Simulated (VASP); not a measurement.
Input of a VASP 6.6.1 run:

Contents of INCAR:

```
SYSTEM = Si2Mo
  PREC = Accurate
  ENCUT = 500
  EDIFF = 1E-6
  ISMEAR = -1
  SIGMA = 0.05
  LREAL = .False.
  LASPH = .True.
  NELM = 200
  ALGO = Normal
  ISIF = 2
  LWAVE = .False.
  LCHARG = .False.
  LMAXMIX = 4
  LDAU = .True.
  LDAUTYPE = 2
  LDAUL = 2 -1
  LDAUU = 6 0
  LDAUJ = 0 0
  LDAUPRINT = 1
  GGA = PS
  NBANDS = 43
  GGA_COMPAT = .False.
```

KPOINTS

```
Automatic mesh
0
Gamma
  7 7 4
  0 0 0
```

Contents of POSCAR:

```
Si2Mo
1.0
    4.5662459325      0.0000000000      0.0000000000
   -2.2831229663      3.9544849775      0.0000000000
    0.0000000000      0.0000000000      6.5491374283
Mo Si
3 6
Direct
    0.5000000000      0.5000000000      0.8333333333
    0.0000000000      0.5000000000      0.1666666667
    0.5000000000      0.0000000000      0.5000000000
    0.1638400543      0.3276801085      0.5000000000
    0.6723198915      0.8361599457      0.1666666667
    0.8361599457      0.1638400543      0.8333333333
    0.8361599457      0.6723198915      0.5000000000
    0.3276801085      0.1638400543      0.1666666667
    0.1638400543      0.8361599457      0.8333333333
```

Potentials or basis: VASP PAW PBE potentials, release 64 (Mo_sv, Si).

Command:

```bash
$ cat potpaw_PBE.64/Mo_sv/POTCAR potpaw_PBE.64/Si/POTCAR > POTCAR
$ mpirun -np 1 vasp_std > vasp.out
```

Estimate the largest force.

0.075 eV/Å.

Estimate the pressure.

5.6 GPa.

Eigenvalues of the final occupation matrices:
```csv
site,spin,trace,eigenvalues
site 1 d,1,2.11,0.30 0.37 0.44 0.46 0.54
site 1 d,2,2.11,0.30 0.37 0.44 0.46 0.54
site 2 d,1,2.11,0.30 0.37 0.44 0.46 0.54
site 2 d,2,2.11,0.30 0.37 0.44 0.46 0.54
site 3 d,1,2.11,0.30 0.37 0.44 0.46 0.54
site 3 d,2,2.11,0.30 0.37 0.44 0.46 0.54
```

Caveat: the PAW data sets were made with another functional, which shifts forces and pressure a little; the U is typed as a test and isn't derived for this compound.
